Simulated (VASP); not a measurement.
# PdC18 in VASP: a series of runs, part 2 of 3

VASP 6.6.1.

## (3) Relaxation of the atoms, PBE

Contents of INCAR:

```
  PREC = Accurate
  ENCUT = 520
  EDIFF = 1E-6
  ISMEAR = -1
  SIGMA = 0.05
  LREAL = Auto
  LASPH = True
  NELM = 100
  ALGO = Normal
  ISIF = 2
  LWAVE = False
  LCHARG = False
  GGA = PE
  IBRION = 2
  NSW = 80
  EDIFFG = -0.03
```

Contents of KPOINTS:

```
Automatic mesh
0
Gamma
  2 2 1
```

Contents of POSCAR:

```
PdC18
1.0
    7.3980000000      0.0000000000      0.0000000000
   -3.6990000000      6.4068560000      0.0000000000
    0.0000000000      0.0000000000     12.0000000000
C Pd
18 1
Direct
    0.0000000000      0.0000000000      0.0833333300
    0.2222222200      0.1111111100      0.0833333300
    0.0000000000      0.3333333300      0.0833333300
    0.2222222200      0.4444444400      0.0833333300
    0.0000000000      0.6666666600      0.0833333300
    0.2222222200      0.7777777700      0.0833333300
    0.3333333300      0.0000000000      0.0833333300
    0.5555555600      0.1111111100      0.0833333300
    0.3333333300      0.3333333300      0.0833333300
    0.5555555500      0.4444444400      0.0833333300
    0.3333333300      0.6666666600      0.0833333300
    0.5555555500      0.7777777700      0.0833333300
    0.6666666700      0.0000000000      0.0833333300
    0.8888888900      0.1111111100      0.0833333300
    0.6666666700      0.3333333300      0.0833333300
    0.8888888900      0.4444444400      0.0833333300
    0.6666666600      0.6666666600      0.0833333300
    0.8888888900      0.7777777700      0.0833333300
    0.7037037000     -0.0370370400      0.2625000000
```

Potentials or basis: VASP PAW PBE potentials, release 64 (C, Pd).

Run with:

```
$ cat potpaw_PBE.64/C/POTCAR potpaw_PBE.64/Pd/POTCAR > POTCAR
$ mpirun -np 1 vasp_std > vasp.out
```

Run time: 40 min. Hardware: 1 thread of Intel Xeon Platinum 8259CL at 2.50GHz (Skylake/Cascade Lake), shared host; peak memory 0.66 GiB.

Results (log left out):

| Item | Value |
| --- | --- |
| Free energy | -168.2600 eV |
| Energy gained by relaxing | 4.8 meV/atom |
| Ionic steps | 35 |
| Largest force after relaxing | 0.026 eV/Å |
| Band gap on the k mesh | 0.16 eV |

Forces on the atoms (eV/Å):
```
C    0.010  0.000 -0.001
C   -0.002  0.001  0.006
C    0.000  0.001 -0.005
C    0.023 -0.013  0.003
C   -0.003  0.002 -0.001
C   -0.004 -0.003 -0.008
C   -0.009  0.005  0.001
C    0.000  0.000  0.013
C   -0.010  0.006  0.007
C   -0.002  0.002  0.006
C   -0.001  0.000 -0.005
C   -0.004 -0.010  0.003
C    0.014 -0.008  0.002
C    0.007  0.008  0.003
C   -0.009  0.005  0.001
C    0.000  0.005 -0.008
C    0.005 -0.009 -0.001
C    0.004 -0.002  0.001
Pd  -0.018  0.010 -0.016
```

Step by step:
```tsv
step	energy change (eV)	largest force (eV/Å)	pressure (GPa)
1	0.0000	0.7637	0.74
2	0.0101	1.3358	0.87
3	-0.0393	0.4605	0.78
4	-0.0557	0.5726	0.88
5	-0.0583	0.3428	0.85
6	-0.0724	0.2676	0.92
7	-0.0724	0.2525	0.91
8	-0.0775	0.2100	0.93
9	-0.0775	0.2016	0.93
10	-0.0803	0.1696	0.92
11	-0.0815	0.1914	0.90
12	-0.0831	0.1510	0.89
13	-0.0853	0.1885	0.87
14	-0.0865	0.1760	0.86
15	-0.0874	0.1460	0.85
16	-0.0887	0.0988	0.84
17	-0.0893	0.0957	0.83
18	-0.0899	0.0677	0.83
19	-0.0899	0.0793	0.83
20	-0.0903	0.0422	0.83
21	-0.0904	0.0565	0.82
22	-0.0906	0.0373	0.82
23	-0.0906	0.0363	0.82
24	-0.0907	0.0352	0.82
25	-0.0907	0.0355	0.82
26	-0.0907	0.0347	0.82
27	-0.0908	0.0345	0.81
28	-0.0909	0.0344	0.81
29	-0.0909	0.0426	0.81
30	-0.0910	0.0421	0.81
31	-0.0911	0.0450	0.81
32	-0.0912	0.0559	0.80
33	-0.0913	0.0450	0.80
34	-0.0914	0.0519	0.80
35	-0.0915	0.0265	0.81
```

Final structure:
```
C Pd
1.0
     7.39800    0.00000    0.00000
    -3.69900    6.40686    0.00000
     0.00000    0.00000   12.00000
C Pd
18 1
Direct
  0.00122 0.99883 0.08287
  0.22224 0.11094 0.08124
  0.00133 0.33384 0.08481
  0.22224 0.44443 0.08365
  0.00066 0.66600 0.07942
  0.22241 0.77759 0.08144
  0.33349 0.99943 0.08075
  0.55431 0.11236 0.08308
  0.33382 0.33285 0.08256
  0.55573 0.44442 0.08124
  0.33282 0.66534 0.08481
  0.55471 0.77577 0.08959
  0.66634 0.00033 0.09046
  0.89090 0.11196 0.08959
  0.66723 0.33318 0.08075
  0.88908 0.44426 0.08144
  0.66784 0.66545 0.08287
  0.88934 0.77733 0.07954
  0.69801 0.96866 0.26238
```

Levels at points of the mesh, in eV from the valence-band top:
| k point | band 37 | band 38 | band 39 | band 40 | band 41 | band 42 | band 43 | band 44 | band 45 | band 46 |
| --- | --- | --- | --- | --- | --- | --- | --- | --- | --- | --- |
| (0.00, 0.00, 0.00) | -1.66 | -1.49 | -1.48 | -0.06 | 0.00 | 0.16 | 0.17 | 0.87 | 3.41 | 4.18 |
| (0.50, 0.00, 0.00) | -1.60 | -1.55 | -1.42 | -1.27 | -1.09 | 0.90 | 1.61 | 2.35 | 2.41 | 2.45 |
| (0.50, 0.50, 0.00) | -1.61 | -1.53 | -1.50 | -1.20 | -1.12 | 0.93 | 1.63 | 2.38 | 2.43 | 2.46 |

Caveat: the k points lie up to 0.49 Å⁻¹ apart.

## (4) Single point, PBE

Contents of INCAR:

```
SYSTEM = PdC18
  ALGO = Normal
  EDIFF = 1E-6
  ENCUT = 520
  GGA = PE
  ISIF = 2
  ISMEAR = -1
  LASPH = .True.
  LCHARG = .False.
  LREAL = Auto
  LWAVE = .False.
  NBANDS = 56
  NELM = 100
  PREC = Accurate
  SIGMA = 0.05
```

Contents of KPOINTS:

```
k-points
0
Gamma
  2 2 1
  0 0 0
```

Contents of POSCAR:

```
PdC18
1.0
    7.3980000000      0.0000000000      0.0000000000
   -3.6990000000      6.4068560000      0.0000000000
    0.0000000000      0.0000000000     12.0000000000
C Pd
18 1
Direct
    0.0054522480      0.0043984132      0.0812050833
    0.2276399124      0.1149783919      0.0818260833
    0.0054906420      0.3382097241      0.0800054167
    0.2277469246      0.4483621920      0.0794089167
    0.0049681518      0.6711363577      0.0788065000
    0.2273474314      0.7815167065      0.0799030833
    0.3365573596      0.0035975524      0.0846609167
    0.5601847908      0.1159237854      0.0925904167
    0.3384391327      0.3376657755      0.0816076667
    0.5611298744      0.4484692648      0.0818310000
    0.3378944722      0.6706145729      0.0800040000
    0.5600483289      0.7793278013      0.0840997500
    0.6727270332      0.0033781000      0.0912247500
    0.8967795247      0.1160626991      0.0840935833
    0.6725048775      0.3395471976      0.0846632500
    0.8945926695      0.4487603592      0.0798973333
    0.6717067378      0.6706521888      0.0812041667
    0.8943209031      0.7817886027      0.0805300833
    0.6305490002      0.0455746157      0.2624376667
```

Potentials or basis: VASP PAW PBE potentials, release 64 (C, Pd).

Run with:

```
$ cat potpaw_PBE.64/C/POTCAR potpaw_PBE.64/Pd/POTCAR > POTCAR
$ mpirun -np 1 vasp_std > vasp.out
```

OUTCAR:

```text
SYSTEM = PdC18
   EDIFF = 1E-6
   ENCUT = 520
   GGA = PE
   ISIF = 2
   ISMEAR = -1
   LASPH = .True.
   LREAL = Auto
   NELM = 100
   PREC = Accurate

 ion  position               nearest neighbor table
   1  0.005  0.004  0.081-  14 1.41   2 1.42  18 1.43
   2  0.228  0.115  0.082-   7 1.41   1 1.42   9 1.43
   3  0.005  0.338  0.080-  16 1.42   4 1.42  14 1.42
   4  0.228  0.448  0.079-   9 1.42  11 1.42   3 1.42
   5  0.005  0.671  0.079-  18 1.42  16 1.42   6 1.42
   6  0.227  0.782  0.080-  11 1.42   7 1.42   5 1.42
   7  0.337  0.004  0.085-   2 1.41   6 1.42   8 1.44
   8  0.560  0.116  0.093-  15 1.44   7 1.44  13 1.44  19 2.23
   9  0.338  0.338  0.082-   4 1.42   2 1.43  10 1.43
  10  0.561  0.448  0.082-  15 1.41  17 1.42   9 1.43
  11  0.338  0.671  0.080-   6 1.42   4 1.42  12 1.42
  12  0.560  0.779  0.084-  17 1.41  11 1.42  13 1.44
  13  0.673  0.003  0.091-  12 1.44  14 1.44   8 1.44  19 2.12
  14  0.897  0.116  0.084-   1 1.41   3 1.42  13 1.44
  15  0.673  0.340  0.085-  10 1.41  16 1.42   8 1.44
  16  0.895  0.449  0.080-   3 1.42  15 1.42   5 1.42
  17  0.672  0.671  0.081-  12 1.41  10 1.42  18 1.43
  18  0.894  0.782  0.081-   5 1.42   1 1.43  17 1.43
  19  0.631  0.046  0.262-  13 2.12   8 2.23

  LATTYP: Found a hexagonal cell.
 ALAT       =     7.3980000000
 C/A-ratio  =     1.6220600162

  Lattice vectors:

 A1 = (   7.3980000000,   0.0000000000,   0.0000000000)
 A2 = (  -3.6990000000,   6.4068560000,   0.0000000000)
 A3 = (   0.0000000000,   0.0000000000,  12.0000000000)

Analysis of symmetry for initial positions (statically):
=====================================================================
 Subroutine PRICEL returns:
 Original cell was already a primitive cell.

 Routine SETGRP: Setting up the symmetry group for a
 hexagonal supercell.

 Subroutine GETGRP returns: Found  1 space group operations
 (whereof  1 operations were pure point group operations)
 out of a pool of 24 trial point group operations.

The static configuration has the point symmetry C_1 .

Analysis of symmetry for dynamics (positions and initial velocities):
=====================================================================
 Subroutine PRICEL returns:
 Original cell was already a primitive cell.

 Routine SETGRP: Setting up the symmetry group for a
 hexagonal supercell.

 Subroutine GETGRP returns: Found  1 space group operations
 (whereof  1 operations were pure point group operations)
 out of a pool of 24 trial point group operations.

The dynamic configuration has the point symmetry C_1 .

 Subroutine INISYM returns: Found  1 space group operations
 (whereof  1 operations are pure point group operations),
 and found     1 'primitive' translations

----------------------------------------------------------------------------------------

                                     Primitive cell

  volume of cell :     568.7750

  direct lattice vectors                    reciprocal lattice vectors
     7.398000000  0.000000000  0.000000000     0.135171668  0.078041398  0.000000000
    -3.699000000  6.406856000  0.000000000     0.000000000  0.156082796  0.000000000
     0.000000000  0.000000000 12.000000000     0.000000000  0.000000000  0.083333333

  length of vectors
     7.398000000  7.398000054 12.000000000     0.156082797  0.156082796  0.083333333
[... 72 lines left out ...]
  0.000000  0.000000  0.000000      1.000000
  0.500000  0.000000  0.000000      1.000000
  0.000000  0.500000  0.000000      1.000000
  0.500000  0.500000  0.000000      1.000000
   k-points           NKPTS =      4   k-points in BZ     NKDIM =      4   number of bands    NBANDS=     56
   number of dos      NEDOS =    301   number of ions     NIONS =     19
   total plane-waves  NPLWV = 282240
   dimension x,y,z NGX =    56 NGY =   56 NGZ =   90
   dimension x,y,z NGXF=   112 NGYF=  112 NGZF=  180
   ions per type =              18   1
   NGX,Y,Z   is equivalent  to a cutoff of  12.58, 12.58, 12.47 a.u.
   NGXF,Y,Z  is equivalent  to a cutoff of  25.17, 25.17, 24.94 a.u.
 SYSTEM =  PdC18
   PREC   = accura    normal or accurate (medium, high low for compatibility)
   ISTART =      0    job   : 0-new  1-cont  2-samecut
   ICHARG =      2    charge: 1-file 2-atom 10-const
   ISPIN  =      1    spin polarized calculation?
   LNONCOLLINEAR =      F non collinear calculations
   LSORBIT =      F    spin-orbit coupling
   LASPH  =      T    aspherical Exc in radial PAW
   ENCUT  =  520.0 eV  38.22 Ry    6.18 a.u.  13.76 13.76 22.31*2*pi/ulx,y,z
   NELM   =    100;   NELMIN=  2; NELMDL= -5     # of ELM steps
   EDIFF  = 0.1E-05   stopping-criterion for ELM
   LREAL  =      T    real-space projection
   EDIFFG = 0.1E-04   stopping-criterion for IOM
   NSW    =      0    number of steps for IOM
   IBRION =     -1    ionic relax: 0-MD 1-quasi-New 2-CG
   NFREE  =      0    steps in history (QN), initial steepest desc. (CG)
   ISIF   =      2    stress and relaxation
   ISYM   =      2    0-nonsym 1-usesym 2-fastsym
   POTIM  = 0.5000    time-step for ionic-motion
   TEBEG  =    0.0;   TEEND  =   0.0 temperature during run
   PSTRESS=    0.0 pullay stress
   NELECT =      82.0000    total number of electrons
   NUPDOWN=      -1.0000    fix difference up-down
   EMIN   =  10.00;   EMAX   =-10.00  energy-range for DOS
   EFERMI =   0.00;   METHOD = LEGACY
   ISMEAR =    -1;   SIGMA  =   0.05  broadening in eV -4-tet -1-fermi 0-gaus
   EFERMI_NEDOS =   21; number of points for ismear=-14 and -15
   IALGO  =     38    algorithm
   IMIX   =      4    mixing-type and parameters
     AMIX     =   0.40;   BMIX     =  1.00
     AMIX_MAG =   1.60;   BMIX_MAG =  1.00
  volume/ion in A,a.u.               =      29.94       202.01
  Fermi-wavevector in a.u.,A,eV,Ry     =   0.858419  1.622176 10.025902  0.736883
  Thomas-Fermi vector in A             =   1.975621
   LORBIT       =      0    0 simple, 1 ext, 2 COOP (PROOUT), +10 PAW based schemes
   GGA     = PE    functional components
   LHFCALC =     F    Hartree Fock is set to
   AEXX    =    0.0000 exact exchange contribution
   IVDW    =     0    specifies the selected vdW correction
   LEPSILON=     F    determine dielectric tensor
   LRPA    =     F    only Hartree local field effects (RPA)
 non-spin polarized calculation
  energy-cutoff  :      520.00
  volume of cell :      568.78
 maximum number of plane-waves:     15363
 NGX is ok and might be reduce to    56
   NGX = 27   NGY = 27   NGZ = 45

 number of electron      81.9999999 magnetization

 Free energy of the ion-electron system (eV)
  ---------------------------------------------------
  ext. energy  EPLUGINS =         0.00000000
  ---------------------------------------------------
  free energy    TOTEN  =      -168.30006150 eV

  energy without entropy =     -168.25997481  energy(sigma->0) =     -168.28001816

 E-fermi :  -0.9545     XC(G=0):  -4.1358

 val. band max:       -0.9864110651   @ k =   0.0000   0.0000   0.0000
 cond. band min:      -0.9309845885   @ k =   0.0000   0.0000   0.0000
 fundamental gap:      0.0554264766
 Fermi energy:        -0.9544909170

 k-point     1 :       0.0000    0.0000    0.0000
  band No.  band energies     occupation
      1     -20.6582      2.00000
      2     -18.2494      2.00000
      3     -18.0929      2.00000
      4     -18.0445      2.00000
      5     -18.0237      2.00000
      6     -18.0080      2.00000
[... 213 lines left out ...]
     52       3.9473      0.00000
     53       4.1885      0.00000
 [bands above 53 left out]

------------------------ aborting loop because EDIFF is reached ----------------------------------------

  FORCE on cell =-STRESS in cart. coord.  units (eV):
  Direction    XX          YY          ZZ          XY          YZ          ZX
  --------------------------------------------------------------------------------------
  -------------------------------------------------------------------------------------
  Total        3.2429772      5.5285632     -0.0513429      1.9913571      0.0838884     -0.1690387
  in kB        9.1351134     15.5733601     -0.1446273      5.6094360      0.2363044     -0.4761637
  external PRESSURE =       8.1879487 kB  Pullay stress =       0.0000000 kB

 VOLUME and BASIS-vectors are now :
 -----------------------------------------------------------------------------
  energy-cutoff  :      520.00
  volume of cell :      568.78
      direct lattice vectors                 reciprocal lattice vectors
     7.398000000  0.000000000  0.000000000     0.135171668  0.078041398  0.000000000
    -3.699000000  6.406856000  0.000000000     0.000000000  0.156082796  0.000000000
     0.000000000  0.000000000 12.000000000     0.000000000  0.000000000  0.083333333

 POSITION                                       TOTAL-FORCE (eV/Angst)
 -----------------------------------------------------------------------------------
      0.02407      0.02818      0.97446        -0.008404     -0.003373     -0.005631
      1.25878      0.73665      0.98191         0.022476      0.000850      0.002305
     -1.21042      2.16686      0.96007        -0.005046      0.010635      0.001188
      0.02638      2.87259      0.95291         0.010898     -0.004181     -0.004364
     -2.44578      4.29987      0.94568        -0.003417      0.009329     -0.004614
     -1.20891      5.00707      0.95884         0.021052     -0.020976     -0.004293
[... 11 lines left out ...]
      3.72435      5.00881      0.96636         0.007548     -0.003492      0.008135
      4.49622      0.29199      3.14925        -0.079716      0.045995      0.030662
 -----------------------------------------------------------------------------------
    total drift:                                0.020438     -0.010455      0.031131

  FREE ENERGIE OF THE ION-ELECTRON SYSTEM (eV)
  ---------------------------------------------------
  free  energy   TOTEN  =      -168.3000615046 eV

  energy  without entropy=     -168.2599748062  energy(sigma->0) =     -168.28001816
```

It took 4.2 min on 1 thread of Intel Xeon Platinum 8259CL at 2.50GHz (Skylake/Cascade Lake), shared host; peak memory 0.59 GiB.

What came out:

| Quantity | Value |
| --- | --- |
| Free energy | -168.3001 eV |
| Largest force | 0.097 eV/Å |
| Band gap on the k mesh | 0.06 eV |

Forces on the atoms (eV/Å):
```
C   -0.008 -0.003 -0.006
C    0.022  0.001  0.002
C   -0.005  0.011  0.001
C    0.011 -0.004 -0.004
C   -0.003  0.009 -0.005
C    0.021 -0.021 -0.004
C   -0.006  0.012  0.003
C    0.005 -0.001  0.006
C   -0.004 -0.002 -0.011
C    0.009 -0.020 -0.002
C   -0.004  0.004 -0.001
C    0.011 -0.007 -0.006
C    0.016 -0.010 -0.005
C    0.006 -0.011 -0.004
C   -0.018  0.003 -0.003
C    0.026 -0.009  0.002
C   -0.006  0.006 -0.003
C    0.008 -0.003  0.008
Pd  -0.080  0.046  0.031
```

Levels at points of the mesh, in eV from the valence-band top:
| k point | band 39 | band 40 | band 41 | band 42 | band 43 | band 44 |
| --- | --- | --- | --- | --- | --- | --- |
| (0.00, 0.00, 0.00) | -1.49 | -0.11 | 0.00 | 0.06 | 0.24 | 0.88 |
| (0.50, 0.00, 0.00) | -1.50 | -1.32 | -1.10 | 0.93 | 1.60 | 2.37 |
| (0.00, 0.50, 0.00) | -1.50 | -1.32 | -1.10 | 0.93 | 1.60 | 2.37 |
| (0.50, 0.50, 0.00) | -1.31 | -1.26 | -1.23 | 0.86 | 1.62 | 2.31 |

Caveat: the k points lie up to 0.49 Å⁻¹ apart.

(Part 2 of 3 ends here.)
